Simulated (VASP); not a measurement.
Runs of VASP 6.6.1 on SnTeCl2. The structure is that of space group P4/mmm (No. 123), or close to it. The cells are those of the table. 

| task | cell | k mesh | cutoff (eV) | gap on the mesh (eV) | pressure (GPa) | relaxed volume (Å³/atom) | largest force (eV/Å) |
| --- | --- | --- | --- | --- | --- | --- | --- |
| single point | a = 4.012, b = 4.012, c = 8.285 Å, 4 atoms | 4 × 4 × 2 | 520 | none | 3.0 | - | 0.51 |
| single point | a = 4.313, b = 4.313, c = 7.806 Å, 4 atoms | 4 × 4 × 2 | 520 | none | 0.0 | - | 0.02 |
| relaxation of cell and atoms | relaxed from a = 4.313, b = 4.313, c = 7.806 Å, 4 atoms | 12 × 12 × 6 | 600 | none | 0.0 | (b) | - |
| relaxation of cell and atoms | relaxed from a = 4.012, b = 4.012, c = 8.285 Å, 4 atoms | 4 × 4 × 2 | 600 | none | 0.0 | (a) | 0.01 |

Alike in all rows: level PBE; potentials or basis VASP PAW PBE potentials, release 64 (Sn_d, Te, Cl); no spin polarisation; smearing gaussian 0.1 eV.

Q: Estimate the missing entries.

A: (a) 36.34; (b) 37.19.

Caveats: some runs use coarse meshes; spin-orbit coupling is left out, which moves the levels of the heavy elements; this functional lacks dispersion, which binds the layers, so the pressure and a relaxed spacing across them are unreliable.

A k mesh can miss the band edges, and the runs leave out spin-orbit coupling on Sn, Te.

A gap of «none» marks levels without a gap at the run's occupations.
